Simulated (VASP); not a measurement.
# Mg3Be (I4/mmm) in VASP: a series of runs

Mg3Be is run at these levels: PBE; tasks: single point, relaxation of cell and atoms.

All numbers are computed with VASP 6.6.1; they aren't measurements. Logs are shortened: lines on timing, memory, paths and dates and some standing lists are left out, and cuts for length are marked.

## (1) The cell of the first run

It takes space group I4/mmm (No. 139, tetragonal). Conventional cell: a = 4.519 Å, b = 4.519 Å, c = 7.289 Å, α = 90.00°, β = 90.00°, γ = 90.00°. Mg (site symmetry 4/mmm) has 8 Mg at 2.90 Å and 6 Be at 3.20 to 3.64 Å within 3.8 Å. Mg (site symmetry -4m2) has 10 Mg at 2.90 to 3.64 Å and 4 Be at 2.90 Å within 3.8 Å. Within 3.8 Å of Be (site symmetry 4/mmm) lie 14 Mg at 2.90 to 3.64 Å.

## (2) Single point, PBE

INCAR reads:

```
SYSTEM = Mg3Be
PREC = Accurate ; ENCUT = 520
EDIFF = 1E-6 ; ISMEAR = 0
SIGMA = 0.1 ; LREAL = .False.
LASPH = .True. ; NELM = 100
ALGO = Fast ; ISIF = 2
LWAVE = .False. ; LCHARG = .False.
GGA = PE ; NBANDS = 12
```

KPOINTS reads:

```
Automatic mesh
0
Gamma
  16 16 16
  0 0 0
```

POSCAR reads:

```
Mg3Be
1.0
   -2.2592551351      2.2592551351      3.6445856322
    2.2592551351     -2.2592551351      3.6445856322
    2.2592551351      2.2592551351     -3.6445856322
Mg Be
3 1
Direct
    0.5000000000      0.5000000000      0.0000000000
    0.2500000000      0.7500000000      0.5000000000
    0.7500000000      0.2500000000      0.5000000000
    0.0000000000      0.0000000000      0.0000000000
```

Potentials or basis: VASP PAW PBE potentials, release 64 (Mg, Be).

The run is started by

```bash
$ cat potpaw_PBE.64/Mg/POTCAR potpaw_PBE.64/Be/POTCAR > POTCAR
$ mpirun -np 1 vasp_std > vasp.out
```

OUTCAR:

```text
SYSTEM = Mg3Be
   PREC = Accurate
   ENCUT = 520
   EDIFF = 1E-6
   ISMEAR = 0
   LREAL = .False.
   LASPH = .True.
   NELM = 100
   ISIF = 2
   GGA = PE

 ion  position               nearest neighbor table
   1  0.500  0.500  0.000-   2 2.90   3 2.90   2 2.90   3 2.90   2 2.90   3 2.90   2 2.90   3 2.90

   2  0.250  0.750  0.500-   4 2.90   1 2.90   1 2.90   4 2.90   1 2.90   4 2.90   4 2.90   1 2.90
                             3 3.20   3 3.20   3 3.20   3 3.20   3 3.64   3 3.64
   3  0.750  0.250  0.500-   1 2.90   4 2.90   1 2.90   4 2.90   1 2.90   4 2.90   1 2.90   4 2.90
                             2 3.20   2 3.20   2 3.20   2 3.20   2 3.64   2 3.64
   4  0.000  0.000  0.000-   3 2.90   2 2.90   2 2.90   3 2.90   2 2.90   3 2.90   3 2.90   2 2.90

  LATTYP: Found a body centered tetragonal cell.
 ALAT       =     4.5185102702
 C/A-ratio  =     1.6131801918

  Lattice vectors:

 A1 = (  -2.2592551351,   2.2592551351,   3.6445856322)
 A2 = (   2.2592551351,  -2.2592551351,   3.6445856322)
 A3 = (   2.2592551351,   2.2592551351,  -3.6445856322)

Analysis of symmetry for initial positions (statically):
=====================================================================
 Subroutine PRICEL returns:
 Original cell was already a primitive cell.

 Routine SETGRP: Setting up the symmetry group for a
 body centered tetragonal supercell.

 Subroutine GETGRP returns: Found 16 space group operations
 (whereof 16 operations were pure point group operations)
 out of a pool of 16 trial point group operations.

The static configuration has the point symmetry D_4h.

Analysis of symmetry for dynamics (positions and initial velocities):
=====================================================================
 Subroutine PRICEL returns:
 Original cell was already a primitive cell.

 Routine SETGRP: Setting up the symmetry group for a
 body centered tetragonal supercell.

 Subroutine GETGRP returns: Found 16 space group operations
 (whereof 16 operations were pure point group operations)
 out of a pool of 16 trial point group operations.

The dynamic configuration has the point symmetry D_4h.

 Subroutine INISYM returns: Found 16 space group operations
 (whereof 16 operations are pure point group operations),
 and found     1 'primitive' translations

----------------------------------------------------------------------------------------

                                     Primitive cell

  volume of cell :      74.4113

  direct lattice vectors                    reciprocal lattice vectors
    -2.259255135  2.259255135  3.644585632     0.000000000  0.221311879  0.137189807
     2.259255135 -2.259255135  3.644585632     0.221311879  0.000000000  0.137189807
     2.259255135  2.259255135 -3.644585632     0.221311879  0.221311879  0.000000000

  length of vectors
     4.846800178  4.846800178  4.846800178     0.260384314  0.260384314  0.312982261

  position of ions in fractional coordinates (direct lattice)
     0.500000000  0.500000000  0.000000000
     0.250000000  0.750000000  0.500000000
     0.750000000  0.250000000  0.500000000
     0.000000000  0.000000000  0.000000000

  ion indices of the primitive-cell ions
   primitive index   ion index
                 1           1
                 2           2
                 3           3
                 4           4

----------------------------------------------------------------------------------------

 KPOINTS: Automatic mesh

Automatic generation of k-mesh.
 Grid dimensions read from file:
 generate k-points for:   16   16   16

 Generating k-lattice:

  Cartesian coordinates                     Fractional coordinates (reciprocal lattice)
     0.000000000  0.013831992  0.008574363     0.062500000  0.000000000  0.000000000
     0.013831992  0.000000000  0.008574363     0.000000000  0.062500000  0.000000000
     0.013831992  0.013831992  0.000000000     0.000000000  0.000000000  0.062500000

  Length of vectors
     0.016274020  0.016274020  0.019561391

  Shift w.r.t. Gamma in fractional coordinates (k-lattice)
     0.000000000  0.000000000  0.000000000

 Subroutine IBZKPT returns following result:
 ===========================================

 Found    349 irreducible k-points:

 Following reciprocal coordinates:
            Coordinates               Weight
  0.000000  0.000000  0.000000      1.000000
  0.062500  0.000000  0.000000      8.000000
  0.125000  0.000000  0.000000      8.000000
  0.187500 -0.000000  0.000000      8.000000
  0.250000  0.000000  0.000000      8.000000
  0.312500  0.000000  0.000000      8.000000
[... 16 lines left out ...]
 -0.125000  0.062500  0.000000     16.000000
 -0.062500  0.062500  0.000000      4.000000
 [... further k-points ...]
   k-points           NKPTS =    349   k-points in BZ     NKDIM =    349   number of bands    NBANDS=     12
   number of dos      NEDOS =    301   number of ions     NIONS =      4
   total plane-waves  NPLWV =  46656
   dimension x,y,z NGX =    36 NGY =   36 NGZ =   36
   dimension x,y,z NGXF=    72 NGYF=   72 NGZF=   72
   ions per type =               3   1
   NGX,Y,Z   is equivalent  to a cutoff of  12.35, 12.35, 12.35 a.u.
   NGXF,Y,Z  is equivalent  to a cutoff of  24.70, 24.70, 24.70 a.u.
 SYSTEM =  Mg3Be
   PREC   = accura    normal or accurate (medium, high low for compatibility)
   ISTART =      0    job   : 0-new  1-cont  2-samecut
   ICHARG =      2    charge: 1-file 2-atom 10-const
   ISPIN  =      1    spin polarized calculation?
   LNONCOLLINEAR =      F non collinear calculations
   LSORBIT =      F    spin-orbit coupling
   LASPH  =      T    aspherical Exc in radial PAW
   ENCUT  =  520.0 eV  38.22 Ry    6.18 a.u.   9.01  9.01  9.01*2*pi/ulx,y,z
   NELM   =    100;   NELMIN=  2; NELMDL= -5     # of ELM steps
   EDIFF  = 0.1E-05   stopping-criterion for ELM
   LREAL  =      F    real-space projection
   EDIFFG = 0.1E-04   stopping-criterion for IOM
   NSW    =      0    number of steps for IOM
   IBRION =     -1    ionic relax: 0-MD 1-quasi-New 2-CG
   NFREE  =      0    steps in history (QN), initial steepest desc. (CG)
   ISIF   =      2    stress and relaxation
   ISYM   =      2    0-nonsym 1-usesym 2-fastsym
   POTIM  = 0.5000    time-step for ionic-motion
   TEBEG  =    0.0;   TEEND  =   0.0 temperature during run
   PSTRESS=    0.0 pullay stress
   NELECT =       8.0000    total number of electrons
   NUPDOWN=      -1.0000    fix difference up-down
   EMIN   =  10.00;   EMAX   =-10.00  energy-range for DOS
   EFERMI =   0.00;   METHOD = LEGACY
   ISMEAR =     0;   SIGMA  =   0.10  broadening in eV -4-tet -1-fermi 0-gaus
   EFERMI_NEDOS =   21; number of points for ismear=-14 and -15
   IALGO  =     68    algorithm
   IMIX   =      4    mixing-type and parameters
     AMIX     =   0.40;   BMIX     =  1.00
     AMIX_MAG =   1.60;   BMIX_MAG =  1.00
  volume/ion in A,a.u.               =      18.60       125.54
  Fermi-wavevector in a.u.,A,eV,Ry     =   0.778440  1.471039  8.244711  0.605969
  Thomas-Fermi vector in A             =   1.881337
   LORBIT       =      0    0 simple, 1 ext, 2 COOP (PROOUT), +10 PAW based schemes
   GGA     = PE    functional components
   LHFCALC =     F    Hartree Fock is set to
   AEXX    =    0.0000 exact exchange contribution
   IVDW    =     0    specifies the selected vdW correction
   LEPSILON=     F    determine dielectric tensor
   LRPA    =     F    only Hartree local field effects (RPA)
 non-spin polarized calculation
 RMM-DIIS sequential band-by-band and
 Gauss-broadening in eV      SIGMA  =   0.10
  energy-cutoff  :      520.00
  volume of cell :       74.41
 maximum number of plane-waves:      2030
   NGX = 19   NGY = 19   NGZ = 19

 number of electron       8.0000000 magnetization

 Free energy of the ion-electron system (eV)
  ---------------------------------------------------
  ext. energy  EPLUGINS =         0.00000000
  ---------------------------------------------------
  free energy    TOTEN  =        -7.11571106 eV

  energy without entropy =       -7.10873155  energy(sigma->0) =       -7.11222130

 E-fermi :   3.2775     XC(G=0):  -8.9009

 val. band max:        3.2743503461   @ k =  -0.0625  -0.3750   0.0625
 cond. band min:       3.2822823999   @ k =  -0.3125  -0.3750   0.3125
 fundamental gap:      0.0079320537
 Fermi energy:         3.2775264423

 k-point     1 :       0.0000    0.0000    0.0000
  band No.  band energies     occupation
      1      -4.3780      2.00000
      2       3.9310      0.00000
      3       3.9310      0.00000
      4       4.0877      0.00000
      5       5.0301      0.00000
      6       5.0301      0.00000
      7       5.4375      0.00000
      8       5.5411      0.00000
      9       6.0410      0.00000
     10       7.1447      0.00000
     11       8.0541      0.00000
     12       8.5530      0.00000

 k-point     2 :       0.0625    0.0000    0.0000
  band No.  band energies     occupation
      1      -4.3396      2.00000
      2       3.5138      0.00083
      3       3.8782      0.00000
      4       3.9191      0.00000
      5       5.0511      0.00000
      6       5.1487      0.00000
      7       5.5338      0.00000
      8       5.5974      0.00000
      9       6.2439      0.00000
     10       7.3439      0.00000
     11       7.9403      0.00000
     12       8.2630      0.00000

 k-point     3 :       0.1250    0.0000    0.0000
  band No.  band energies     occupation
      1      -4.2243      2.00000
      2       2.6868      2.00000
      3       3.6669      0.00000
      4       3.7713      0.00000
      5       4.7608      0.00000
      6       5.4469      0.00000
      7       5.5539      0.00000
      8       5.9740      0.00000
      9       6.7417      0.00000
     10       7.2543      0.00000
     11       7.6618      0.00000
     12       8.5827      0.00000

 k-point     4 :       0.1875   -0.0000    0.0000
  band No.  band energies     occupation
      1      -4.0326      2.00000
      2       1.8067      2.00000
      3       3.4127      0.05598
      4       3.6761      0.00000
      5       4.3938      0.00000
      6       5.4923      0.00000
      7       5.8143      0.00000
      8       6.5134      0.00000
      9       6.6917      0.00000
     10       7.1014      0.00000
     11       7.8350      0.00000
     12       9.0885      0.00000

 k-point     5 :       0.2500    0.0000    0.0000
  band No.  band energies     occupation
      1      -3.7649      2.00000
      2       0.9471      2.00000
      3       3.1935      1.76544
      4       3.6214      0.00000
      5       4.0580      0.00000
      6       5.4417      0.00000
      7       5.8417      0.00000
      8       6.6376      0.00000
      9       6.9468      0.00000
     10       7.1640      0.00000
     11       8.3193      0.00000
     12       9.8478      0.00000
[... 228 lines left out ...]
      1      -3.8116      2.00000
      2       1.2131      2.00000
      3       2.9043      2.00000
      4       3.6107      0.00000
      5       4.4706      0.00000
      6       5.4071      0.00000
      7       5.8184      0.00000
      8       6.0045      0.00000
      9       7.2005      0.00000
     10       7.3844      0.00000
     11       8.4052      0.00000
     12       9.3730      0.00000

 k-point    22 :      -0.1875    0.0625   -0.0000
  band No.  band energies     occupation
      1      -4.0581      2.00000
      2       2.0781      2.00000
      3       3.1222      1.97191
      4       3.6886      0.00000
      5       4.7912      0.00000
      6       5.2098      0.00000
      7       6.0011      0.00000
      8       6.0859      0.00000
      9       6.7603      0.00000
     10       7.2594      0.00000
     11       7.9643      0.00000
     12       8.7434      0.00000

 k-point    23 :      -0.1250    0.0625    0.0000
  band No.  band energies     occupation
      1      -4.2286      2.00000
      2       2.9430      2.00000
      3       3.3805      0.14530
      4       3.7571      0.00000
      5       4.8283      0.00000
      6       5.1979      0.00000
      7       6.0292      0.00000
      8       6.2022      0.00000
      9       6.4108      0.00000
     10       7.0402      0.00000
     11       7.6352      0.00000
     12       8.5723      0.00000

 k-point    24 :      -0.0625    0.0625    0.0000
  band No.  band energies     occupation
      1      -4.3225      2.00000
      2       3.6114      0.00000
      3       3.6952      0.00000
      4       3.7457      0.00000
      5       4.8346      0.00000
      6       5.2594      0.00000
      7       5.8557      0.00000
      8       5.8567      0.00000
      9       6.1871      0.00000
     10       7.1373      0.00000
     11       7.6482      0.00000
     12       8.3457      0.00000

 [... further k-points ...]

------------------------ aborting loop because EDIFF is reached ----------------------------------------

  FORCE on cell =-STRESS in cart. coord.  units (eV):
  Direction    XX          YY          ZZ          XY          YZ          ZX
  --------------------------------------------------------------------------------------
  -------------------------------------------------------------------------------------
  Total       -0.0278886     -0.0278886     -0.0434602      0.0000000      0.0000000      0.0000000
  in kB       -0.6004802     -0.6004802     -0.9357591      0.0000000      0.0000000      0.0000000
  external PRESSURE =      -0.7122398 kB  Pullay stress =       0.0000000 kB

 VOLUME and BASIS-vectors are now :
 -----------------------------------------------------------------------------
  energy-cutoff  :      520.00
  volume of cell :       74.41
      direct lattice vectors                 reciprocal lattice vectors
    -2.259255135  2.259255135  3.644585632     0.000000000  0.221311879  0.137189807
     2.259255135 -2.259255135  3.644585632     0.221311879  0.000000000  0.137189807
     2.259255135  2.259255135 -3.644585632     0.221311879  0.221311879  0.000000000

 POSITION                                       TOTAL-FORCE (eV/Angst)
 -----------------------------------------------------------------------------------
      0.00000      0.00000      3.64459         0.000000      0.000000     -0.000000
      2.25926      0.00000      1.82229        -0.000000      0.000000      0.000000
      0.00000      2.25926      1.82229         0.000000     -0.000000      0.000000
      0.00000      0.00000      0.00000         0.000000      0.000000     -0.000000
 -----------------------------------------------------------------------------------
    total drift:                               -0.000000     -0.000000      0.000000

  FREE ENERGIE OF THE ION-ELECTRON SYSTEM (eV)
  ---------------------------------------------------
  free  energy   TOTEN  =        -7.1157110624 eV

  energy  without entropy=       -7.1087315475  energy(sigma->0) =       -7.11222130
```

It took 1.9 min on 1 thread of AMD EPYC 9R45 (Zen 5), shared host; peak memory 0.42 GiB.

What came out:

| Quantity | Value |
| --- | --- |
| Free energy | -7.1157 eV |
| Pressure | -0.1 GPa |
| Band gap on the k mesh | zero (bands 4 and 5 overlap by 2.28 eV) |

(Part 1 of 2 ends here.)

The gap in the log of VASP goes by the Fermi energy; the results here count the filled bands.